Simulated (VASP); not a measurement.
# Ru (P6_3/mmc) in VASP: further runs

Ru is run at these levels: PBE+D3(BJ); tasks: single point.

All numbers are computed with VASP 6.6.1; they aren't measurements. Logs are shortened: lines on timing, memory, paths and dates and some standing lists are left out, and cuts for length are marked.

### 1 The cell of the first run

It takes space group P6_3/mmc (No. 194, hexagonal). Conventional cell: a = 2.698 Å, b = 2.698 Å, c = 4.266 Å, α = 90.00°, β = 90.00°, γ = 120.00°. Ru (site symmetry -6m2) has 12 Ru at 2.64 to 2.70 Å within 3.5 Å.

### 2 Single point, PBE+D3(BJ)

Contents of INCAR:

```
ALGO = Fast
EDIFF = 1E-7
ENCUT = 520
GGA = PE
ISIF = 2
ISMEAR = 0
IVDW = 12
LASPH = True
LCHARG = True
LELF = True
LREAL = False
LVHAR = True
LWAVE = False
NBANDS = 21
NELM = 100
PREC = Accurate
SIGMA = 0.1
```

Contents of KPOINTS:

```
k-points
0
Gamma
  18 18 10
```

Contents of POSCAR:

```
Ru
1.0
    2.6975947750      0.0000000000      0.0000000000
   -1.3487973875      2.3361856042      0.0000000000
    0.0000000000      0.0000000000      4.2658179972
Ru
2
Direct
    0.3333333333      0.6666666667      0.2500000000
    0.6666666667      0.3333333333      0.7500000000
```

Potentials or basis: VASP PAW PBE potentials, release 64 (Ru_pv).

Run with:

```sh
$ cat potpaw_PBE.64/Ru_pv/POTCAR > POTCAR
$ mpirun -np 1 vasp_std > vasp.out
```

OUTCAR:

```text
EDIFF = 1E-7
   ENCUT = 520
   GGA = PE
   ISIF = 2
   ISMEAR = 0
   IVDW = 12
   LASPH = True
   LREAL = False
   NELM = 100
   PREC = Accurate
 IVDW          = 12

 ion  position               nearest neighbor table
   1  0.333  0.667  0.250-   2 2.64   2 2.64   2 2.64   2 2.64   2 2.64   2 2.64
   2  0.667  0.333  0.750-   1 2.64   1 2.64   1 2.64   1 2.64   1 2.64   1 2.64

  LATTYP: Found a hexagonal cell.
 ALAT       =     2.6975947750
 C/A-ratio  =     1.5813412884

  Lattice vectors:

 A1 = (   2.6975947750,   0.0000000000,   0.0000000000)
 A2 = (  -1.3487973875,   2.3361856042,   0.0000000000)
 A3 = (   0.0000000000,   0.0000000000,   4.2658179972)

Analysis of symmetry for initial positions (statically):
=====================================================================
 Subroutine PRICEL returns:
 Original cell was already a primitive cell.

 Routine SETGRP: Setting up the symmetry group for a
 hexagonal supercell.

 Subroutine GETGRP returns: Found 24 space group operations
 (whereof 12 operations were pure point group operations)
 out of a pool of 24 trial point group operations.

The static configuration has the point symmetry D_3d.
 The point group associated with its full space group is D_6h.

Analysis of symmetry for dynamics (positions and initial velocities):
=====================================================================
 Subroutine PRICEL returns:
 Original cell was already a primitive cell.

 Routine SETGRP: Setting up the symmetry group for a
 hexagonal supercell.

 Subroutine GETGRP returns: Found 24 space group operations
 (whereof 12 operations were pure point group operations)
 out of a pool of 24 trial point group operations.

The dynamic configuration has the point symmetry D_3d.
 The point group associated with its full space group is D_6h.

 Subroutine INISYM returns: Found 24 space group operations
 (whereof 12 operations are pure point group operations),
 and found     1 'primitive' translations

----------------------------------------------------------------------------------------

                                     Primitive cell

  volume of cell :      26.8835

  direct lattice vectors                    reciprocal lattice vectors
     2.697594775  0.000000000  0.000000000     0.370700599  0.214024091  0.000000000
    -1.348797387  2.336185604  0.000000000     0.000000000  0.428048182  0.000000000
     0.000000000  0.000000000  4.265817997     0.000000000  0.000000000  0.234421628

  length of vectors
     2.697594775  2.697594775  4.265817997     0.428048182  0.428048182  0.234421628

  position of ions in fractional coordinates (direct lattice)
     0.333333333  0.666666667  0.250000000
     0.666666667  0.333333333  0.750000000

  ion indices of the primitive-cell ions
   primitive index   ion index
                 1           1
                 2           2

----------------------------------------------------------------------------------------

 KPOINTS: k-points

Automatic generation of k-mesh.
 Grid dimensions read from file:
 generate k-points for:   18   18   10

 Generating k-lattice:

  Cartesian coordinates                     Fractional coordinates (reciprocal lattice)
     0.020594478  0.011890227  0.000000000     0.055555556  0.000000000  0.000000000
     0.000000000  0.023780455  0.000000000     0.000000000  0.055555556  0.000000000
     0.000000000  0.000000000  0.023442163     0.000000000  0.000000000  0.100000000

  Length of vectors
     0.023780455  0.023780455  0.023442163

  Shift w.r.t. Gamma in fractional coordinates (k-lattice)
     0.000000000  0.000000000  0.000000000

 Subroutine IBZKPT returns following result:
 ===========================================

 Found    222 irreducible k-points:

 Following reciprocal coordinates:
            Coordinates               Weight
  0.000000  0.000000  0.000000      1.000000
  0.055556  0.000000  0.000000      6.000000
  0.111111  0.000000  0.000000      6.000000
  0.166667  0.000000  0.000000      6.000000
  0.222222 -0.000000  0.000000      6.000000
  0.277778  0.000000  0.000000      6.000000
[... 16 lines left out ...]
  0.333333  0.111111  0.000000     12.000000
  0.388889  0.111111  0.000000     12.000000
 [... further k-points ...]
   k-points           NKPTS =    222   k-points in BZ     NKDIM =    222   number of bands    NBANDS=     21
   number of dos      NEDOS =    301   number of ions     NIONS =      2
   total plane-waves  NPLWV =  12800
   dimension x,y,z NGX =    20 NGY =   20 NGZ =   32
   dimension x,y,z NGXF=    40 NGYF=   40 NGZF=   64
   ions per type =               2
   NGX,Y,Z   is equivalent  to a cutoff of  12.33, 12.33, 12.47 a.u.
   NGXF,Y,Z  is equivalent  to a cutoff of  24.65, 24.65, 24.94 a.u.
 SYSTEM =  unknown system
   PREC   = accura    normal or accurate (medium, high low for compatibility)
   ISTART =      0    job   : 0-new  1-cont  2-samecut
   ICHARG =      2    charge: 1-file 2-atom 10-const
   ISPIN  =      1    spin polarized calculation?
   LNONCOLLINEAR =      F non collinear calculations
   LSORBIT =      F    spin-orbit coupling
   LASPH  =      T    aspherical Exc in radial PAW
   ENCUT  =  520.0 eV  38.22 Ry    6.18 a.u.   5.02  5.02  7.93*2*pi/ulx,y,z
   NELM   =    100;   NELMIN=  2; NELMDL= -5     # of ELM steps
   EDIFF  = 0.1E-06   stopping-criterion for ELM
   LREAL  =      F    real-space projection
   EDIFFG = 0.1E-05   stopping-criterion for IOM
   NSW    =      0    number of steps for IOM
   IBRION =     -1    ionic relax: 0-MD 1-quasi-New 2-CG
   NFREE  =      0    steps in history (QN), initial steepest desc. (CG)
   ISIF   =      2    stress and relaxation
   ISYM   =      2    0-nonsym 1-usesym 2-fastsym
   POTIM  = 0.5000    time-step for ionic-motion
   TEBEG  =    0.0;   TEEND  =   0.0 temperature during run
   PSTRESS=    0.0 pullay stress
   NELECT =      28.0000    total number of electrons
   NUPDOWN=      -1.0000    fix difference up-down
   EMIN   =  10.00;   EMAX   =-10.00  energy-range for DOS
   EFERMI =   0.00;   METHOD = LEGACY
   ISMEAR =     0;   SIGMA  =   0.10  broadening in eV -4-tet -1-fermi 0-gaus
   EFERMI_NEDOS =   21; number of points for ismear=-14 and -15
   IALGO  =     68    algorithm
   IMIX   =      4    mixing-type and parameters
     AMIX     =   0.40;   BMIX     =  1.00
     AMIX_MAG =   1.60;   BMIX_MAG =  1.00
  volume/ion in A,a.u.               =      13.44        90.71
  Fermi-wavevector in a.u.,A,eV,Ry     =   1.659455  3.135915 37.467583  2.753790
  Thomas-Fermi vector in A             =   2.746860
   LORBIT       =      0    0 simple, 1 ext, 2 COOP (PROOUT), +10 PAW based schemes
   GGA     = PE    functional components
   LHFCALC =     F    Hartree Fock is set to
   AEXX    =    0.0000 exact exchange contribution
   IVDW    =    12    specifies the selected vdW correction
   LEPSILON=     F    determine dielectric tensor
   LRPA    =     F    only Hartree local field effects (RPA)
 non-spin polarized calculation
 RMM-DIIS sequential band-by-band and
 Gauss-broadening in eV      SIGMA  =   0.10
  energy-cutoff  :      520.00
  volume of cell :       26.88
 maximum number of plane-waves:       744
 NGX is ok and might be reduce to    20
   NGX =  9   NGY =  9   NGZ = 15

 number of electron      28.0000003 magnetization

 Free energy of the ion-electron system (eV)
  ---------------------------------------------------
  ext. energy  EPLUGINS =         0.00000000
  ---------------------------------------------------
  free energy    TOTEN  =       -18.45619736 eV

  energy without entropy =      -18.44721122  energy(sigma->0) =      -18.45170429

 E-fermi :  13.0177     XC(G=0): -14.1816

 val. band max:       13.0162350717   @ k =   0.1667   0.1111   0.3000
 cond. band min:      13.0283230034   @ k =   0.4444   0.1111   0.5000
 fundamental gap:      0.0120879317
 Fermi energy:        13.0176584644

 k-point     1 :       0.0000    0.0000    0.0000
  band No.  band energies     occupation
      1     -30.6635      2.00000
      2     -29.6981      2.00000
      3     -29.6981      2.00000
      4     -29.5220      2.00000
      5     -29.5220      2.00000
      6     -29.4801      2.00000
[... 13 lines left out ...]
     20      23.4359      0.00000
     21      23.5226      0.00000

 k-point     2 :       0.0556    0.0000    0.0000
  band No.  band energies     occupation
      1     -30.6526      2.00000
      2     -29.7214      2.00000
      3     -29.7060      2.00000
      4     -29.5463      2.00000
      5     -29.5251      2.00000
      6     -29.4851      2.00000
[... 13 lines left out ...]
     20      23.4359      0.00000
     21      23.5116      0.00000

 k-point     3 :       0.1111    0.0000    0.0000
  band No.  band energies     occupation
      1     -30.6205      2.00000
      2     -29.7884      2.00000
      3     -29.7284      2.00000
      4     -29.6158      2.00000
      5     -29.5345      2.00000
      6     -29.5003      2.00000
[... 13 lines left out ...]
     20      23.4358      0.00000
     21      23.4841      0.00000

 k-point     4 :       0.1667    0.0000    0.0000
  band No.  band energies     occupation
      1     -30.5692      2.00000
      2     -29.8912      2.00000
      3     -29.7617      2.00000
      4     -29.7203      2.00000
      5     -29.5496      2.00000
      6     -29.5257      2.00000
[... 13 lines left out ...]
     20      23.4358      0.00000
     21      23.4602      0.00000

 k-point     5 :       0.2222   -0.0000    0.0000
  band No.  band energies     occupation
      1     -30.5018      2.00000
      2     -30.0172      2.00000
      3     -29.8453      2.00000
      4     -29.8015      2.00000
      5     -29.5691      2.00000
      6     -29.5612      2.00000
[... 13 lines left out ...]
     20      23.4358      0.00000
     21      23.4488      0.00000
[... 382 lines left out ...]
     20      23.4370      0.00000
     21      26.3641      0.00000

 k-point    22 :       0.2778    0.1111    0.0000
  band No.  band energies     occupation
      1     -30.3140      2.00000
      2     -30.2631      2.00000
      3     -30.1244      2.00000
      4     -29.8950      2.00000
      5     -29.6743      2.00000
      6     -29.6641      2.00000
[... 13 lines left out ...]
     20      23.4366      0.00000
     21      24.5918      0.00000

 k-point    23 :       0.3333    0.1111    0.0000
  band No.  band energies     occupation
      1     -30.3588      2.00000
      2     -30.2329      2.00000
      3     -30.1891      2.00000
      4     -29.9435      2.00000
      5     -29.7307      2.00000
      6     -29.6860      2.00000
[... 13 lines left out ...]
     20      24.2979      0.00000
     21      25.8849      0.00000

 k-point    24 :       0.3889    0.1111    0.0000
  band No.  band energies     occupation
      1     -30.4210      2.00000
      2     -30.2312      2.00000
      3     -30.1672      2.00000
      4     -29.9747      2.00000
      5     -29.7802      2.00000
      6     -29.7001      2.00000
[... 13 lines left out ...]
     20      25.1474      0.00000
     21      25.2539      0.00000

 [... further k-points ...]

------------------------ aborting loop because EDIFF is reached ----------------------------------------

 Edisp (eV)   -1.26125

 E8    (eV) :    -0.5755

  FORCE on cell =-STRESS in cart. coord.  units (eV):
  Direction    XX          YY          ZZ          XY          YZ          ZX
  --------------------------------------------------------------------------------------
  -------------------------------------------------------------------------------------
  Total      -0.00907    -0.00907    -0.00586    -0.00000    -0.00000    -0.00000
  in kB      -0.54029    -0.54029    -0.34945    -0.00000    -0.00000    -0.00000
  external pressure =       -0.48 kB  Pullay stress =        0.00 kB

 VOLUME and BASIS-vectors are now :
 -----------------------------------------------------------------------------
  energy-cutoff  :      520.00
  volume of cell :       26.88
      direct lattice vectors                 reciprocal lattice vectors
     2.697594775  0.000000000  0.000000000     0.370700599  0.214024091  0.000000000
    -1.348797387  2.336185604  0.000000000     0.000000000  0.428048182  0.000000000
     0.000000000  0.000000000  4.265817997     0.000000000  0.000000000  0.234421628

 POSITION                                       TOTAL-FORCE (eV/Angst)
 -----------------------------------------------------------------------------------
     -0.00000      1.55746      1.06645         0.000000     -0.000000      0.000000
      1.34880      0.77873      3.19936        -0.000000      0.000000      0.000000
 -----------------------------------------------------------------------------------
    total drift:                               -0.000000      0.000000     -0.000000

  FREE ENERGIE OF THE ION-ELECTRON SYSTEM (eV)
  ---------------------------------------------------
  free  energy   TOTEN  =       -19.7174460074 eV

  energy  without entropy=      -19.7084598619  energy(sigma->0) =      -19.71295293
```

Run time: 80 s. Hardware: 1 thread of Intel Xeon 6975P-C (Granite Rapids), shared host; peak memory 0.22 GiB.

Results:

```yaml
Free_energy: -19.7174 eV
Pressure: 0.0 GPa
Band_gap_on_the_k_mesh: zero (band 14 reaches 14.53 eV, above the bottom of band 15 at 11.36 eV)
Dispersion_energy_per_atom: -0.631 eV
```

Levels at points of the mesh, in eV from the Fermi level:
| k point | band 11 | band 12 | band 13 | band 14 | band 15 | band 16 | band 17 | band 18 |
| --- | --- | --- | --- | --- | --- | --- | --- | --- |
| (0.00, 0.00, 0.00) | -2.44 | -1.93 | -1.93 | -1.41 | -1.41 | 1.21 | 1.21 | 1.32 |
| (0.50, 0.00, 0.00) | -2.09 | -1.80 | -1.53 | 1.45 | 1.88 | 1.96 | 4.13 | 6.21 |
| (0.00, 0.00, 0.50) | -2.80 | -2.80 | -2.73 | -2.73 | 0.56 | 0.56 | 0.56 | 0.56 |
| (0.50, 0.00, 0.50) | -1.07 | -1.07 | 0.46 | 0.46 | 1.71 | 1.71 | 3.44 | 3.44 |

Caveat: pairwise dispersion overbinds metals, which lowers pressure and volume.

### 3 Single point, PBE+D3(BJ)

This run uses another cell than the first one, of 13.57 Å³/atom, 1.010 times its volume.

Contents of INCAR:

```
PREC = Accurate
ENCUT = 500
EDIFF = 1E-6
ISMEAR = 0
SIGMA = 0.1
LREAL = False
LASPH = True
NELM = 120
ALGO = Normal
ISIF = 2
LWAVE = False
LCHARG = True
GGA = PE
IVDW = 12
LELF = True
LVHAR = True
NBANDS = 21
GGA_COMPAT = False
```

Contents of KPOINTS:

```
Automatic mesh
0
Gamma
  6 6 4
```

Contents of POSCAR:

```
Ru
1.0
    2.7057993342      0.0000000000      0.0000000000
   -1.3528996671      2.3432909610      0.0000000000
    0.0000000000      0.0000000000      4.2819000000
Ru
2
Direct
    0.3333333333      0.6666666667      0.2500000000
    0.6666666667      0.3333333333      0.7500000000
```

Potentials or basis: VASP PAW PBE potentials, release 64 (Ru_pv).

Run with:

```sh
$ cat potpaw_PBE.64/Ru_pv/POTCAR > POTCAR
$ mpirun -np 1 vasp_std > vasp.out
```

OUTCAR:

```text
PREC = Accurate
   ENCUT = 500
   EDIFF = 1E-6
   ISMEAR = 0
   LREAL = False
   LASPH = True
   NELM = 120
   ISIF = 2
   GGA = PE
   IVDW = 12
 IVDW          = 12

 ion  position               nearest neighbor table
   1  0.333  0.667  0.250-   2 2.65   2 2.65   2 2.65   2 2.65   2 2.65   2 2.65
   2  0.667  0.333  0.750-   1 2.65   1 2.65   1 2.65   1 2.65   1 2.65   1 2.65

  LATTYP: Found a hexagonal cell.
 ALAT       =     2.7057993342
 C/A-ratio  =     1.5824898565

  Lattice vectors:

 A1 = (   2.7057993342,   0.0000000000,   0.0000000000)
 A2 = (  -1.3528996671,   2.3432909610,   0.0000000000)
[... 687 lines left out ...]

 Edisp (eV)   -1.24839

 E8    (eV) :    -0.5695

  FORCE on cell =-STRESS in cart. coord.  units (eV):
  Direction    XX          YY          ZZ          XY          YZ          ZX
  --------------------------------------------------------------------------------------
  -------------------------------------------------------------------------------------
  Total      -0.06597    -0.06597    -1.08689     0.00000     0.00000    -0.00000
  in kB      -3.89303    -3.89303   -64.14136     0.00000     0.00000    -0.00000
  external pressure =      -23.98 kB  Pullay stress =        0.00 kB

 VOLUME and BASIS-vectors are now :
 -----------------------------------------------------------------------------
  energy-cutoff  :      500.00
  volume of cell :       27.15
      direct lattice vectors                 reciprocal lattice vectors
     2.705799334  0.000000000  0.000000000     0.369576556  0.213375124  0.000000000
    -1.352899667  2.343290961  0.000000000     0.000000000  0.426750249  0.000000000
     0.000000000  0.000000000  4.281900000     0.000000000  0.000000000  0.233541185

 POSITION                                       TOTAL-FORCE (eV/Angst)
 -----------------------------------------------------------------------------------
     -0.00000      1.56219      1.07048        -0.000000     -0.000000      0.000000
      1.35290      0.78110      3.21143         0.000000      0.000000      0.000000
 -----------------------------------------------------------------------------------
    total drift:                               -0.000000      0.000000     -0.000000

  FREE ENERGIE OF THE ION-ELECTRON SYSTEM (eV)
  ---------------------------------------------------
  free  energy   TOTEN  =       -19.6449808365 eV

  energy  without entropy=      -19.6290766167  energy(sigma->0) =      -19.63702873
```

stdout:

```text
POSCAR found type information on POSCAR Ru
 POSCAR found :  1 types and       2 ions
 scaLAPACK will be used
 LDA part: xc-table for (Slater+PW92), standard interpolation
 POSCAR, INCAR and KPOINTS ok, starting setup
 FFT: planning ... GRIDC
 FFT: planning ... GRID_SOFT
 FFT: planning ... GRID
 WAVECAR not read
 entering main loop
```

It took 7.8 s on 1 thread of Intel Xeon 6975P-C, shared host; peak memory 0.15 GiB.

Results:

```yaml
Free_energy: -19.6450 eV
Pressure: -2.4 GPa
Band_gap_on_the_k_mesh: zero (band 14 reaches 14.27 eV, above the bottom of band 15 at 11.46 eV)
Dispersion_energy_per_atom: -0.624 eV
```

Stress tensor (GPa, compression positive):
```
-0.39  0.00  0.00
 0.00 -0.39  0.00
 0.00  0.00 -6.41
```

Caveat: the k points lie up to 0.45 Å⁻¹ apart; pairwise dispersion overbinds metals, which lowers pressure and volume.
